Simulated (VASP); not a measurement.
Crystal: CsK2AlF6.

```xyz
10
Lattice="0.0000 4.6115 4.6115 4.6115 0.0000 4.6115 4.6115 4.6115 0.0000" Properties=species:S:1:pos:R:3 pbc="T T T"
K     6.9173    6.9173    6.9173
K     2.3058    2.3058    2.3058
Cs    4.6115    4.6115    4.6115
Al    0.0000    0.0000    0.0000
F     1.8373    4.6115    4.6115
F     4.6115    4.6115    1.8373
F     7.3858    4.6115    4.6115
F     4.6115    1.8373    4.6115
F     4.6115    7.3858    4.6115
F     4.6115    4.6115    7.3858
```

```yaml
Program: VASP 6.6.1
Task: relaxation of cell and atoms
Functional: PBEsol
Potentials_or_basis: VASP PAW PBE potentials, release 64 (K_sv, Cs_sv, Al, F)
Cutoff: 600 eV
k_mesh: 4 × 4 × 4
Occupations: gaussian, width 0.02 eV
Spin: no spin polarisation
```

At the start: pressure -2.0 GPa; volume 19.61 Å³/atom.

**Question.** Where does the relaxation end?

**Answer.** Over 7 steps the energy falls by 6.3 meV/atom and the volume is 18.57 Å³/atom (-5.3 %); space group Fm-3m (No. 225, to 0.1 Å) before and after.

The path:
```tsv
step	energy change (eV)	largest force (eV/Å)	pressure (GPa)	volume (Å³)
1	0.0000	0.1131	-1.97	196.14
2	-0.0452	0.2613	-0.23	189.39
3	-0.0452	0.2642	-0.21	189.33
4	-0.0602	0.1121	-0.07	187.07
5	-0.0631	0.0028	0.04	185.49
6	-0.0631	0.0079	0.03	185.56
7	-0.0632	0.0015	-0.01	185.72
```

Final structure:
```xyz
10
Lattice="0.0000 4.5284 4.5284 4.5284 0.0000 4.5284 4.5284 4.5284 0.0000" Properties=species:S:1:pos:R:3 pbc="T T T"
K     6.7925    6.7925    6.7925
K     2.2642    2.2642    2.2642
Cs    4.5284    4.5284    4.5284
Al    0.0000    0.0000    0.0000
F     1.8179    4.5284    4.5284
F     4.5284    4.5284    1.8179
F     7.2388    4.5284    4.5284
F     4.5284    1.8179    4.5284
F     4.5284    7.2388    4.5284
F     4.5284    4.5284    7.2388
```

Caveat: the PAW data sets were made with another functional, which shifts forces and pressure a little.
